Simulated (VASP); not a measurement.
# Yb2Ti (P-3m1) in VASP: a series of runs

Runs on Yb2Ti. Level: PBE. Tasks: single point.

Program: VASP 6.6.1. These are calculated values, not measurements. Logs are shortened: lines on timing, memory, paths and dates and some standing lists are left out, and cuts for length are marked.

## Step 1: The cell of the first run

It takes space group P-3m1 (No. 164, trigonal). The conventional cell has a = 3.449 Å, b = 3.449 Å, c = 5.823 Å, α = 90.00°, β = 90.00°, γ = 120.00°. Within 3.2 Å of Yb (site symmetry 3m) lie 3 Ti at 2.44 Å. Within 3.2 Å of Ti (site symmetry -3m) lie 6 Yb at 2.44 Å.

The cell was generated, and may not be a known phase.

## Step 2: Single point, PBE

File INCAR:

```
SYSTEM = Yb2Ti
PREC = Accurate ; ENCUT = 520
EDIFF = 1E-6 ; ISMEAR = 0
SIGMA = 0.1 ; LREAL = .False.
LASPH = .True. ; NELM = 80
ALGO = Normal ; ISIF = 2
LWAVE = .False. ; LCHARG = .False.
GGA = PE ; NBANDS = 37
```

File KPOINTS:

```
regular mesh
0
Gamma
  6 6 4
  0 0 0
```

File POSCAR:

```
Yb2Ti
1.0
    3.4493961700      0.0000000000      0.0000000000
   -1.7246980800      2.9872647100      0.0000000000
    0.0000000000      0.0000000000      5.8232578000
Yb Ti
2 1
Direct
    0.6666666700      0.3333333300      0.7570988500
    0.3333333300      0.6666666700      0.2429011500
    0.0000000000      0.0000000000      0.0000000000
```

Potentials or basis: VASP PAW PBE potentials, release 64 (Yb, Ti_sv).

Run with:

```bash
$ cat potpaw_PBE.64/Yb/POTCAR potpaw_PBE.64/Ti_sv/POTCAR > POTCAR
$ mpirun -np 1 vasp_std > vasp.out
```

OUTCAR:

```text
SYSTEM = Yb2Ti
   PREC = Accurate
   ENCUT = 520
   EDIFF = 1E-6
   ISMEAR = 0
   LREAL = .False.
   LASPH = .True.
   NELM = 80
   ISIF = 2
   GGA = PE

 ion  position               nearest neighbor table
   1  0.667  0.333  0.757-   3 2.44   3 2.44   3 2.44   2 3.46   2 3.46   2 3.46   2 3.60   2 3.60
                             2 3.60
   2  0.333  0.667  0.243-   3 2.44   3 2.44   3 2.44   1 3.46   1 3.46   1 3.46   1 3.60   1 3.60
                             1 3.60
   3  0.000  0.000  0.000-   1 2.44   2 2.44   2 2.44   1 2.44   1 2.44   2 2.44

  LATTYP: Found a hexagonal cell.
 ALAT       =     3.4493961700
 C/A-ratio  =     1.6881962851

  Lattice vectors:

 A1 = (   3.4493961700,   0.0000000000,   0.0000000000)
 A2 = (  -1.7246980800,   2.9872647100,   0.0000000000)
 A3 = (   0.0000000000,   0.0000000000,   5.8232578000)

Analysis of symmetry for initial positions (statically):
=====================================================================
 Subroutine PRICEL returns:
 Original cell was already a primitive cell.

 Routine SETGRP: Setting up the symmetry group for a
 hexagonal supercell.

 Subroutine GETGRP returns: Found 12 space group operations
 (whereof 12 operations were pure point group operations)
 out of a pool of 24 trial point group operations.

The static configuration has the point symmetry D_3d.

Analysis of symmetry for dynamics (positions and initial velocities):
=====================================================================
 Subroutine PRICEL returns:
 Original cell was already a primitive cell.

 Routine SETGRP: Setting up the symmetry group for a
 hexagonal supercell.

 Subroutine GETGRP returns: Found 12 space group operations
 (whereof 12 operations were pure point group operations)
 out of a pool of 24 trial point group operations.

The dynamic configuration has the point symmetry D_3d.

 Subroutine INISYM returns: Found 12 space group operations
 (whereof 12 operations are pure point group operations),
 and found     1 'primitive' translations

----------------------------------------------------------------------------------------

                                     Primitive cell

  volume of cell :      60.0044

  direct lattice vectors                    reciprocal lattice vectors
     3.449396170  0.000000000  0.000000000     0.289905813  0.167377199  0.000000000
    -1.724698080  2.987264710  0.000000000     0.000000000  0.334754398  0.000000000
     0.000000000  0.000000000  5.823257800     0.000000000  0.000000000  0.171725181

  length of vectors
     3.449396170  3.449396167  5.823257800     0.334754398  0.334754398  0.171725181

  position of ions in fractional coordinates (direct lattice)
     0.666666670  0.333333330  0.757098850
     0.333333330  0.666666670  0.242901150
     0.000000000  0.000000000  0.000000000

  ion indices of the primitive-cell ions
   primitive index   ion index
                 1           1
                 2           2
                 3           3

----------------------------------------------------------------------------------------

 KPOINTS: regular mesh

Automatic generation of k-mesh.
 Grid dimensions read from file:
 generate k-points for:    6    6    4

 Generating k-lattice:

  Cartesian coordinates                     Fractional coordinates (reciprocal lattice)
     0.048317635  0.027896200  0.000000000     0.166666667 -0.000000000  0.000000000
     0.000000000  0.055792400  0.000000000     0.000000000  0.166666667  0.000000000
     0.000000000  0.000000000  0.042931295     0.000000000  0.000000000  0.250000000

  Length of vectors
     0.055792400  0.055792400  0.042931295

  Shift w.r.t. Gamma in fractional coordinates (k-lattice)
     0.000000000  0.000000000  0.000000000

 Subroutine IBZKPT returns following result:
 ===========================================

 Found     24 irreducible k-points:

 Following reciprocal coordinates:
            Coordinates               Weight
  0.000000  0.000000  0.000000      1.000000
  0.166667  0.000000  0.000000      6.000000
  0.333333  0.000000  0.000000      6.000000
  0.500000 -0.000000  0.000000      3.000000
  0.166667  0.166667  0.000000      6.000000
  0.333333  0.166667  0.000000     12.000000
[... 16 lines left out ...]
  0.333333  0.166667  0.500000     12.000000
  0.333333  0.333333  0.500000      2.000000
   k-points           NKPTS =     24   k-points in BZ     NKDIM =     24   number of bands    NBANDS=     37
   number of dos      NEDOS =    301   number of ions     NIONS =      3
   total plane-waves  NPLWV =  37632
   dimension x,y,z NGX =    28 NGY =   28 NGZ =   48
   dimension x,y,z NGXF=    56 NGYF=   56 NGZF=   96
   ions per type =               2   1
   NGX,Y,Z   is equivalent  to a cutoff of  13.49, 13.49, 13.70 a.u.
   NGXF,Y,Z  is equivalent  to a cutoff of  26.99, 26.99, 27.41 a.u.
 SYSTEM =  Yb2Ti
   PREC   = accura    normal or accurate (medium, high low for compatibility)
   ISTART =      0    job   : 0-new  1-cont  2-samecut
   ICHARG =      2    charge: 1-file 2-atom 10-const
   ISPIN  =      1    spin polarized calculation?
   LNONCOLLINEAR =      F non collinear calculations
   LSORBIT =      F    spin-orbit coupling
   LASPH  =      T    aspherical Exc in radial PAW
   ENCUT  =  520.0 eV  38.22 Ry    6.18 a.u.   6.41  6.41 10.83*2*pi/ulx,y,z
   NELM   =     80;   NELMIN=  2; NELMDL= -5     # of ELM steps
   EDIFF  = 0.1E-05   stopping-criterion for ELM
   LREAL  =      F    real-space projection
   EDIFFG = 0.1E-04   stopping-criterion for IOM
   NSW    =      0    number of steps for IOM
   IBRION =     -1    ionic relax: 0-MD 1-quasi-New 2-CG
   NFREE  =      0    steps in history (QN), initial steepest desc. (CG)
   ISIF   =      2    stress and relaxation
   ISYM   =      2    0-nonsym 1-usesym 2-fastsym
   POTIM  = 0.5000    time-step for ionic-motion
   TEBEG  =    0.0;   TEEND  =   0.0 temperature during run
   PSTRESS=    0.0 pullay stress
   NELECT =      60.0000    total number of electrons
   NUPDOWN=      -1.0000    fix difference up-down
   EMIN   =  10.00;   EMAX   =-10.00  energy-range for DOS
   EFERMI =   0.00;   METHOD = LEGACY
   ISMEAR =     0;   SIGMA  =   0.10  broadening in eV -4-tet -1-fermi 0-gaus
   EFERMI_NEDOS =   21; number of points for ismear=-14 and -15
   IALGO  =     38    algorithm
   IMIX   =      4    mixing-type and parameters
     AMIX     =   0.40;   BMIX     =  1.00
     AMIX_MAG =   1.60;   BMIX_MAG =  1.00
  volume/ion in A,a.u.               =      20.00       134.98
  Fermi-wavevector in a.u.,A,eV,Ry     =   1.637059  3.093593 36.463096  2.679962
  Thomas-Fermi vector in A             =   2.728262
   LORBIT       =      0    0 simple, 1 ext, 2 COOP (PROOUT), +10 PAW based schemes
   GGA     = PE    functional components
   LHFCALC =     F    Hartree Fock is set to
   AEXX    =    0.0000 exact exchange contribution
   IVDW    =     0    specifies the selected vdW correction
   LEPSILON=     F    determine dielectric tensor
   LRPA    =     F    only Hartree local field effects (RPA)
 non-spin polarized calculation
 Gauss-broadening in eV      SIGMA  =   0.10
  energy-cutoff  :      520.00
  volume of cell :       60.00
 maximum number of plane-waves:      1639
 NGX is ok and might be reduce to    28
   NGX = 13   NGY = 13   NGZ = 21

 number of electron      60.0000002 magnetization

 Free energy of the ion-electron system (eV)
  ---------------------------------------------------
  ext. energy  EPLUGINS =         0.00000000
  ---------------------------------------------------
  free energy    TOTEN  =       -10.09131628 eV

  energy without entropy =      -10.04784904  energy(sigma->0) =      -10.06958266

 E-fermi :   4.8251     XC(G=0): -11.6810

 val. band max:        4.8156184635   @ k =   0.1667   0.0000   0.2500
 cond. band min:       4.8286325447   @ k =   0.1667   0.1667   0.2500
 fundamental gap:      0.0130140812
 Fermi energy:         4.8250894348

 k-point     1 :       0.0000    0.0000    0.0000
  band No.  band energies     occupation
      1     -51.4441      2.00000
      2     -46.9209      2.00000
      3     -46.8928      2.00000
      4     -27.9651      2.00000
      5     -27.8435      2.00000
      6     -27.8435      2.00000
[... 29 lines left out ...]
     36       7.6139      0.00000
     37      11.4376      0.00000

 k-point     2 :       0.1667    0.0000    0.0000
  band No.  band energies     occupation
      1     -51.4327      2.00000
      2     -46.9139      2.00000
      3     -46.8970      2.00000
      4     -27.9867      2.00000
      5     -27.8790      2.00000
      6     -27.8599      2.00000
[... 29 lines left out ...]
     36       8.3673      0.00000
     37       9.8177      0.00000

 k-point     3 :       0.3333    0.0000    0.0000
  band No.  band energies     occupation
      1     -51.4098      2.00000
      2     -46.9099      2.00000
      3     -46.8955      2.00000
      4     -28.0375      2.00000
      5     -27.9412      2.00000
      6     -27.8922      2.00000
[... 29 lines left out ...]
     36       8.0992      0.00000
     37       8.7746      0.00000

 k-point     4 :       0.5000   -0.0000    0.0000
  band No.  band energies     occupation
      1     -51.3983      2.00000
      2     -46.9140      2.00000
      3     -46.8886      2.00000
      4     -28.0675      2.00000
      5     -27.9671      2.00000
      6     -27.9084      2.00000
[... 29 lines left out ...]
     36       7.6138      0.00000
     37       7.6292      0.00000
[... 683 lines left out ...]
      1     -51.4155      2.00000
      2     -46.9120      2.00000
      3     -46.8947      2.00000
      4     -28.0197      2.00000
      5     -27.9279      2.00000
      6     -27.8869      2.00000
[... 29 lines left out ...]
     36       8.7978      0.00000
     37       9.2563      0.00000

 k-point    23 :       0.3333    0.1667    0.5000
  band No.  band energies     occupation
      1     -51.3983      2.00000
      2     -46.9057      2.00000
      3     -46.8969      2.00000
      4     -28.0557      2.00000
      5     -27.9672      2.00000
      6     -27.9215      2.00000
[... 29 lines left out ...]
     36       7.5135      0.00000
     37       9.3229      0.00000

 k-point    24 :       0.3333    0.3333    0.5000
  band No.  band energies     occupation
      1     -51.3926      2.00000
      2     -46.9006      2.00000
      3     -46.9006      2.00000
      4     -28.0577      2.00000
      5     -27.9622      2.00000
      6     -27.9622      2.00000
[... 29 lines left out ...]
     36       8.5314      0.00000
     37       8.5315      0.00000

------------------------ aborting loop because EDIFF is reached ----------------------------------------

  FORCE on cell =-STRESS in cart. coord.  units (eV):
  Direction    XX          YY          ZZ          XY          YZ          ZX
  --------------------------------------------------------------------------------------
  -------------------------------------------------------------------------------------
  Total       10.0187063     10.0187063      9.6089211      0.0000000      0.0000000      0.0000000
  in kB      267.5096322    267.5096320    256.5679509      0.0000004      0.0000000      0.0000000
  external PRESSURE =     263.8624050 kB  Pullay stress =       0.0000000 kB

 VOLUME and BASIS-vectors are now :
 -----------------------------------------------------------------------------
  energy-cutoff  :      520.00
  volume of cell :       60.00
      direct lattice vectors                 reciprocal lattice vectors
     3.449396170  0.000000000  0.000000000     0.289905813  0.167377199  0.000000000
    -1.724698080  2.987264710  0.000000000     0.000000000  0.334754398  0.000000000
     0.000000000  0.000000000  5.823257800     0.000000000  0.000000000  0.171725181

 POSITION                                       TOTAL-FORCE (eV/Angst)
 -----------------------------------------------------------------------------------
      1.72470      0.99575      4.40878        -0.000000      0.000000     -3.686168
     -0.00000      1.99151      1.41448         0.000000     -0.000000      3.686168
      0.00000      0.00000      0.00000         0.000000      0.000000      0.000000
 -----------------------------------------------------------------------------------
    total drift:                               -0.000000      0.000000      0.000000

  FREE ENERGIE OF THE ION-ELECTRON SYSTEM (eV)
  ---------------------------------------------------
  free  energy   TOTEN  =       -10.0913162801 eV

  energy  without entropy=      -10.0478490416  energy(sigma->0) =      -10.06958266
```

Run time: 7.1 min. Hardware: 1 thread of Intel Xeon 8259CL, shared host; peak memory 0.22 GiB.

What came out:

```
Free energy            : -10.0913 eV
Pressure               : 26.4 GPa
Largest force          : 3.686 eV/Å
Band gap on the k mesh : zero (bands 30 and 31 overlap by 0.83 eV)
```

Forces in eV/Å, atoms in the order of the input:
```
Yb   0.000  0.000 -3.686
Yb   0.000  0.000  3.686
Ti   0.000  0.000  0.000
```

Caveat: the cell stands under pressure; spin-orbit coupling is left out, which moves the levels of the heavy elements; forces of over 1 eV/Å act on the atoms, so gaps and moduli don't describe the material at rest.

(Part 1 of 2 ends here.)
